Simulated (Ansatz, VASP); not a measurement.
**Tl in VASP and in Ansatz**

File INCAR:

```
  PREC = Accurate
  ENCUT = 520
  EDIFF = 1E-6
  ISMEAR = 0
  SIGMA = 0.1
  LREAL = False
  LASPH = True
  NELM = 100
  ALGO = Fast
  ISIF = 2
  LWAVE = False
  LCHARG = False
  GGA = PE
  IVDW = 12
  NBANDS = 20
```

File KPOINTS:

```
regular mesh
0
Gamma
  15 15 8
```

POSCAR

```
Tl
1.0
    3.4560000000      0.0000000000      0.0000000000
   -1.7280000000      2.9929837955      0.0000000000
    0.0000000000      0.0000000000      5.5250000000
Tl
2
Direct
    0.3333333333      0.6666666667      0.2500000000
    0.6666666667      0.3333333333      0.7500000000
```

Input for Ansatz:

```yaml
crystal:
  lattice:
    - [3.456, 0.0, 0.0]
    - [-1.728, 2.9929837955, 0.0]
    - [0.0, 0.0, 5.525]
  atoms:
    - { symbol: Tl, position: [0.3333333333, 0.6666666667, 0.25] }
    - { symbol: Tl, position: [0.6666666667, 0.3333333333, 0.75] }
basis:
  ecutwfc: 420
kpoints:
  mp_grid: { grid: [15, 15, 8] }
hamiltonian:
  xc: pbe
  dispersion: d3bj
scf:
  occupations: { method: gaussian, width: 0.1 }
output:
  forces: true
  stress: true
  eigenvalues: true
  populations: true
```

Alike in both runs: task single point; functional PBE; dispersion D3(BJ); k mesh 15 × 15 × 8; occupations gaussian, width 0.1 eV; no spin polarisation.

|  | VASP | Ansatz |
| --- | --- | --- |
| version | VASP 6.6.1 | Ansatz 0.2.0 |
| potentials or method | VASP PAW PBE potentials, release 64 (Tl_d), cutoff 520 eV | scalar-relativistic, plane waves, PAW |
| valence electrons in the cell | 26 | 26 |

Ansatz gave:

| Quantity | Value |
| --- | --- |
| gap on the k mesh at the Fermi level (eV) | none |
| pressure (GPa) | 1.2 |
| traceless stress, the component that is largest in VASP (GPa) | -0.22 |

Task: Which values does VASP return?

Result: gap on the k mesh at the Fermi level (eV): none; pressure (GPa): 1.1; traceless stress, the component that is largest in VASP (GPa): -0.22.

A gap of «none» marks a metal or a gap that the smearing closes.

Spin-orbit coupling is off throughout.
